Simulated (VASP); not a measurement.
Crystal: Be2Se3.

```
Be Se
1.0
     1.82500    1.05366    8.40000
    -1.82500    1.05366    8.40000
     0.00000   -2.10733    8.40000
Be Se
2 3
Direct
  0.14300 0.14300 0.14300
  0.61500 0.61500 0.61500
  0.23000 0.23000 0.23000
  0.78200 0.78200 0.78200
  0.00000 0.00000 0.00000
```

* Program: VASP 6.6.1
* Task: relaxation of cell and atoms
* Functional: PBE
* Potentials or basis: VASP PAW PBE potentials, release 64 (Be, Se)
* Cutoff: 600 eV
* k mesh: 5 × 5 × 5
* Occupations: gaussian, width 0.2 eV
* Spin: no spin polarisation

At the start: pressure -3.1 GPa; volume 19.38 Å³/atom.

Problem. Where does the relaxation end?

Solution. Over 10 steps the energy falls by 25.0 meV/atom and the volume is 18.27 Å³/atom (-5.7 %); space group R3m (No. 160, to 0.05 Å).

Step by step:
```csv
step,energy change (eV),largest force (eV/Å),pressure (GPa),volume (Å³)
1,0.0000,0.4824,-3.06,96.92
2,-0.0891,0.2060,0.30,91.79
3,-0.0896,0.2283,0.62,91.39
4,-0.1065,0.1653,0.25,91.71
5,-0.1164,0.2606,-0.33,92.25
6,-0.1167,0.2493,-0.25,92.17
7,-0.1220,0.1714,-0.13,91.78
8,-0.1239,0.0894,0.01,91.40
9,-0.1239,0.0935,0.02,91.36
10,-0.1251,0.0481,0.06,91.37
```

Final structure:
```cif
data_structure
_symmetry_space_group_name_H-M 'P 1'
_symmetry_Int_Tables_number 1
_cell_length_a 8.9034
_cell_length_b 8.9034
_cell_length_c 8.9034
_cell_angle_alpha 22.592
_cell_angle_beta 22.592
_cell_angle_gamma 22.592
_cell_volume 91.37
loop_
_atom_site_label
_atom_site_type_symbol
_atom_site_fract_x
_atom_site_fract_y
_atom_site_fract_z
_atom_site_occupancy
Be1 Be 0.14415 0.14415 0.14415 1
Be2 Be 0.61465 0.61465 0.61465 1
Se1 Se 0.23064 0.23064 0.23064 1
Se2 Se 0.78047 0.78047 0.78047 1
Se3 Se 0.00009 0.00009 0.00009 1
```

Caveat: the k points lie up to 0.42 Å⁻¹ apart in the final cell; the relaxation stopped at a loose force limit of 0.08 eV/Å, so its end isn't a converged minimum.
